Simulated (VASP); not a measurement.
Runs of VASP 6.6.1 on Rh. The structure is that of space group P6_3/mmc (No. 194), or close to it. The cells are those of the table. This isn't the form of Rh at room conditions, which is fcc.

```tsv
cell	smearing	further INCAR settings	gap on the mesh (eV)	pressure (GPa)
a = 2.679, b = 2.679, c = 7.965 Å, angles 90.0, 90.0, 120.0°, 4 atoms	gaussian 0.1 eV	ALGO = Fast; EDIFF = 1e-06; NBANDS = 38	none	49.7
a = 2.668, b = 2.668, c = 8.699 Å, angles 90.0, 90.0, 120.0°, 4 atoms	fermi-dirac 0.15 eV	ALGO = Fast; EDIFF = 1e-07; NBANDS = 38	none	(b)
a = 2.701, b = 2.701, c = 8.809 Å, angles 90.0, 90.0, 120.0°, 4 atoms	gaussian 0.1 eV	ALGO = Fast; EDIFF = 1e-06; NBANDS = 38	none	3.1
a = 2.705, b = 2.705, c = 8.815 Å, angles 90.0, 90.0, 120.0°, 4 atoms	fermi-dirac 0.15 eV	ALGO = Fast; EDIFF = 1e-06; NBANDS = 38	none	3.0
a = 2.722, b = 2.722, c = 8.878 Å, angles 90.0, 90.0, 120.0°, 4 atoms	gaussian 0.1 eV	ALGO = Fast; EDIFF = 1e-07; NBANDS = 38	none	(a)
```

Alike in all rows: task single point; level PBE; potentials or basis VASP PAW PBE potentials, release 64 (Rh_pv); no spin polarisation; k mesh 18 × 18 × 6; cutoff (eV) 520.

Question: Estimate the missing entries.

Answer: (a) -3.0; (b) 15.0.

Caveats: the cell stands under pressure (at least some runs); the stress differs along the axes, from 35 to 80 GPa (at least some runs).

A k mesh can miss the band edges, and the runs leave out spin-orbit coupling on Rh.

A gap of «none» marks levels without a gap at the run's occupations.
